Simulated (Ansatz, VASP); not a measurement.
# AlN in VASP and in Ansatz

File INCAR:

```
SYSTEM = AlN
PREC     = Accurate       ! precision mode
ENCUT    = 520            ! plane-wave cutoff, eV
EDIFF    = 1E-7           ! SCF threshold, eV
ISMEAR   = -1             ! smearing method
SIGMA    = 0.02           ! smearing width, eV
LREAL    = .FALSE.        ! projectors in reciprocal space
LASPH    = .TRUE.         ! aspherical terms in the spheres
NELM     = 80             ! most SCF steps
ALGO     = Normal         ! electronic algorithm
ISIF     = 2              ! what is computed and relaxed
LWAVE    = .FALSE.        ! write WAVECAR
LCHARG   = .TRUE.         ! write CHGCAR
GGA      = PE             ! functional
LELF     = .TRUE.         ! ELF
LVHAR    = .TRUE.       
NBANDS   = 11             ! bands
```

File KPOINTS:

```
regular mesh
0
G
  10 10 10
  0 0 0
```

File POSCAR:

```
AlN
1.0
   -0.0197800000      1.9681100000      1.9681100000
    1.9681100000     -0.0197800000      1.9681100000
    1.9681100000      1.9681100000     -0.0197800000
Al N
1 1
Direct
    0.0000000000      0.0000000000      0.0000000000
    0.5000000000      0.5000000000      0.5000000000
```

Input for Ansatz:

```yaml
crystal:
  lattice:
    - [-0.01978, 1.96811, 1.96811]
    - [1.96811, -0.01978, 1.96811]
    - [1.96811, 1.96811, -0.01978]
  atoms:
    - { symbol: Al, position: [0.0, 0.0, 0.0] }
    - { symbol: "N", position: [0.5, 0.5, 0.5] }
kpoints:
  mp_grid: { grid: [10, 10, 10] }
  band_path:
    path:
      - [0.0, 0.0, 0.0]
      - [0.5, 0.5, 0.5]
      - [0.2525443832, 0.5, 0.7474556168]
      - [-0.2525443832, 0.2525443832, 0.5]
      - [0.0, 0.0, 0.5]
      - [0.0, 0.0, 0.0]
      - [-0.3762721916, 0.0, 0.3762721916]
      - [0.0, 0.3762721916, 0.6237278084]
      - [0.0, 0.5, 0.5]
    npoints: 5
scf:
  occupations: { method: fermi_dirac, width: 0.02 }
hamiltonian:
  xc: pbe
  pseudopotentials: { kind: all_electron, lapw: { basis_error: 0.001 } }
output:
  forces: true
  stress: true
  eigenvalues: true
```

Change from the starting cell: equal xy, yz and zx shear strains of -1 %.

Alike in both runs: task single point; functional PBE; k mesh 10 × 10 × 10; occupations fermi-dirac, width 0.02 eV; no spin polarisation.

|  | VASP | Ansatz |
| --- | --- | --- |
| version | VASP 6.6.1 | Ansatz 0.2.0 |
| potentials or method | VASP PAW PBE potentials, release 64 (Al, N), cutoff 520 eV | all-electron LAPW, scalar-relativistic |

Ansatz gave:

- gap on the k mesh at the Fermi level (eV): 4.91
- pressure (GPa): 25.6
- traceless stress, the component that is largest in VASP (GPa): 3.39

Q: What did VASP give for the same quantities?

A: gap on the k mesh at the Fermi level (eV): 4.90; pressure (GPa): 25.3; traceless stress, the component that is largest in VASP (GPa): 3.39.

Ansatz ran all-electron here, and VASP with PAW potentials.
